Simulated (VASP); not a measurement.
A run of VASP 6.6.1 is set up as follows.

The input INCAR:

```
PREC     = Accurate       # precision mode
ENCUT    = 500            # plane-wave cutoff, eV
EDIFF    = 1E-7           # SCF threshold, eV
ISMEAR   = 0              # smearing method
SIGMA    = 0.1            # smearing width, eV
LREAL    = False          # projectors in reciprocal space
LASPH    = True           # aspherical terms in the spheres
NELM     = 120            # most SCF steps
ALGO     = Normal         # electronic algorithm
ISIF     = 3              # what is computed and relaxed
LWAVE    = False          # write WAVECAR
LCHARG   = False          # write CHGCAR
GGA      = PE             # functional
IBRION   = 2              # ionic algorithm
NSW      = 90             # ionic steps
EDIFFG   = -0.04          # ionic threshold
GGA_COMPAT= False        
NELMIN   = 4
```

File KPOINTS:

```
regular mesh
0
Gamma
  6 6 6
```

The input POSCAR:

```
ZrB
1.0
    0.0000000000      2.3250000000      2.3250000000
    2.3250000000      0.0000000000      2.3250000000
    2.3250000000      2.3250000000      0.0000000000
Zr B
1 1
Direct
    0.0000000000      0.0000000000      0.0000000000
    0.5000000000      0.5000000000      0.5000000000
```

Potentials or basis: VASP PAW PBE potentials, release 64 (Zr_sv, B).

Run with:

```sh
$ cat potpaw_PBE.64/Zr_sv/POTCAR potpaw_PBE.64/B/POTCAR > POTCAR
$ mpirun -np 1 vasp_std > vasp.out
```

(1) What does it give for the relaxed cell?

(2) What does it give for the relaxed volume?

(3) Predict the space group after relaxing (to 0.05 Å).

## Answers

(1) a = 3.471 Å, b = 3.471 Å, c = 3.471 Å, α = 60.00°, β = 60.00°, γ = 60.00°.

(2) 14.78 Å³/atom.

(3) Fm-3m (No. 225).

Caveat: the k points lie up to 0.37 Å⁻¹ apart in the final cell; the volume moved by over 15 % at a fixed basis, so the end points are rough; the volume moved by +18 % from the deposited cell, more than functionals usually miss.
